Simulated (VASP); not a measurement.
Set up this calculation in VASP 6.6.1, as the native input.

| Item | Value |
| --- | --- |
| Task | single point |
| Functional | r2SCAN |
| Potentials or basis | VASP PAW PBE potentials, release 64 (Hf_pv, N) |
| Cutoff | 520 eV |
| k mesh | 8 × 8 × 4 |
| Occupations | methfessel-paxton, width 0.05 eV |
| Spin | no spin polarisation |
| Dipole correction | no |
| Further INCAR settings | ALGO = Normal; EDIFF = 1e-07; NBANDS = 23 |

Crystal: HfN.

```xyz
4
Lattice="3.1339 0.0000 0.0000 -1.5670 2.7140 0.0000 0.0000 0.0000 5.4168" Properties=species:S:1:pos:R:3 pbc="T T T"
Hf    1.5670    0.9047    4.0626
Hf    0.0000    1.8094    1.3542
N     0.0000    0.0000    0.0000
N     0.0000    0.0000    2.7084
```

These files were run (other wordings do the same):

POSCAR

```
HfN
1.0
    3.1339080000      0.0000000000      0.0000000000
   -1.5669540000      2.7140439411      0.0000000000
    0.0000000000      0.0000000000      5.4167680000
Hf N
2 2
Direct
    0.6666666667      0.3333333333      0.7500000000
    0.3333333333      0.6666666667      0.2500000000
    0.0000000000      0.0000000000      0.0000000000
    0.0000000000      0.0000000000      0.5000000000
```

INCAR.step1

```
ALGO = Normal
EDIFF = 1E-4
ENCUT = 520
GGA = PE
ISMEAR = 1
LASPH = T
LCHARG = F
LREAL = F
LWAVE = T
NBANDS = 23
NELM = 100
PREC = Accurate
SIGMA = 0.05
```

INCAR.step2

```
ALGO = Normal
EDIFF = 1E-7
ENCUT = 520
ISIF = 2
ISMEAR = 1
ISTART = 1
LASPH = T
LCHARG = F
LMIXTAU = T
LREAL = F
LWAVE = F
METAGGA = R2SCAN
NBANDS = 23
NELM = 100
PREC = Accurate
SIGMA = 0.05
```

KPOINTS

```
k-points
0
Gamma
  8 8 4
```

Potentials or basis: VASP PAW PBE potentials, release 64 (Hf_pv, N).

Run with:

```bash
$ cat potpaw_PBE.64/Hf_pv/POTCAR potpaw_PBE.64/N/POTCAR > POTCAR
$ cp INCAR.step1 INCAR
$ mpirun -np 1 vasp_std > vasp.out
$ cp INCAR.step2 INCAR
$ mpirun -np 1 vasp_std > vasp.out
```

It gave:

* Pressure: 0.1 GPa
* Band gap on the k mesh: zero (band 15 reaches 9.94 eV, above the bottom of band 16 at 7.49 eV)

Caveat: the PAW data sets were made with another functional, which shifts forces and pressure a little; spin-orbit coupling is left out, which moves the levels of the heavy elements.

Wall time 69 s on 1 thread of Intel(R) Xeon(R) Platinum 8488C (Sapphire Rapids), on a shared host, peak memory 0.18 GiB.
